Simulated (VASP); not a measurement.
PbS:

```
Pb S
1.0
     4.08970    0.00000    0.00000
    -2.04485    3.54178    0.00000
     0.00000    0.00000    3.78817
Pb S
1 1
Cartesian
  0.0000 0.0000 0.0000
  2.0448 1.1806 1.8941
```

* Program: VASP 6.6.1
* Task: relaxation of cell and atoms
* Functional: RPBE
* Dispersion: D4
* Potentials or basis: VASP PAW PBE potentials, release 64 (Pb_d, S)
* Cutoff: 600 eV
* k mesh: 8 × 8 × 7
* Occupations: fermi-dirac, width 0.05 eV
* Spin: no spin polarisation

At the start: pressure -1.7 GPa; volume 27.44 Å³/atom.

Problem. Where does the relaxation end?

Solution. Over 5 steps the energy falls by 6.4 meV/atom and the volume is 26.35 Å³/atom (-4.0 %); space group P-6m2 (No. 187, to 0.1 Å) before and after.

The path:
```
step  energy change (eV)  largest force (eV/Å)  pressure (GPa)  volume (Å³)
   1              0.0000                0.0000           -1.68        54.87
   2             -0.0112                0.0000            0.29        52.61
   3             -0.0113                0.0000            0.07        52.84
   4             -0.0125                0.0000            0.01        52.77
   5             -0.0128                0.0000           -0.02        52.70
```

Final structure:
```
CELL_PARAMETERS angstrom
4.01209 0.00000 0.00000
-2.00604 3.47457 0.00000
0.00000 0.00000 3.78053
ATOMIC_POSITIONS crystal
Pb 0.00000 0.00000 0.00000
S 0.66667 0.33333 0.50000
```

Caveat: the PAW data sets were made with another functional, which shifts forces and pressure a little.
